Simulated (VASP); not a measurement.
A run of VASP 6.6.1 is set up as follows.

The input INCAR:

```
PREC = Accurate
ENCUT = 520
EDIFF = 1E-7
ISMEAR = 0
SIGMA = 0.05
LREAL = F
LASPH = T
NELM = 60
ALGO = Normal
ISIF = 2
LWAVE = F
LCHARG = F
GGA = PS
NBANDS = 14
```

Contents of KPOINTS:

```
Automatic mesh
0
Gamma
  8 8 8
```

POSCAR

```
NaF
1.0
    0.0000000000      2.2652175000      2.3233000000
    2.2652175000      0.0000000000      2.3233000000
    2.2652175000      2.2652175000      0.0000000000
Na F
1 1
Direct
    0.0000000000      0.0000000000      0.0000000000
    0.5000000000      0.5000000000      0.5000000000
```

Potentials or basis: VASP PAW PBE potentials, release 64 (Na_pv, F).

Launch:

```sh
$ cat potpaw_PBE.64/Na_pv/POTCAR potpaw_PBE.64/F/POTCAR > POTCAR
$ mpirun -np 1 vasp_std > vasp.out
```

Problem. Predict the band gap on the k mesh.

Solution. 6.39 eV, direct.

Problem. Predict the pressure.

Solution. 2.2 GPa.

Stress tensor (GPa, compression positive):
```
3.04 0.00 0.00
0.00 3.04 0.00
0.00 0.00 0.55
```

Caveat: the cell differs from its parent crystal (strain -0.025 along x and y, +0.000 along z); the PAW data sets were made with another functional, which shifts forces and pressure a little.
